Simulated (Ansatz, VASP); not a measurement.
# Two plane-wave programs on ZnInGaO4

```
Zn In Ga O
1.0
     1.65744    0.95692    8.58372
    -1.65744    0.95692    8.58372
     0.00000   -1.91384    8.58372
Zn In Ga O
1 1 1 4
Cartesian
  0.0000 0.0000 5.6315
  0.0000 0.0000 0.0757
  0.0000 0.0000 20.2697
  0.0000 0.0000 7.5988
  0.0000 0.0000 18.3153
  0.0000 0.0000 3.1203
  0.0000 0.0000 22.2421
```

Alike in both runs: functional PBEsol; k mesh 9 × 9 × 9; occupations gaussian, width 0.02 eV; no spin polarisation.

Ansatz relaxed the structure, and its values are those at the end. VASP's run is a single point on that final structure, the one shown.

|  | VASP | Ansatz |
| --- | --- | --- |
| version | VASP 6.6.1 | Ansatz 0.2.0 |
| potentials or method | VASP PAW PBE potentials, release 64 (Zn, In_d, Ga_d, O), cutoff 520 eV | scalar-relativistic, plane waves, PAW |
| valence electrons in the cell | 62 | 62 |

|  | VASP | Ansatz | Ansatz less VASP |
| --- | --- | --- | --- |
| gap on the k mesh at the Fermi level (eV) | 1.16 | 1.17 | +0.014 |
| least direct gap on the mesh (eV) | 1.16 | 1.17 | +0.014 |
| pressure (GPa) | 0.6 | 0.0 | -0.60 |
| rms of the force components (eV/Å) | 0.007 | 0.000 | -0.0069 |

VASP's potentials were made for PBE, not for PBEsol.
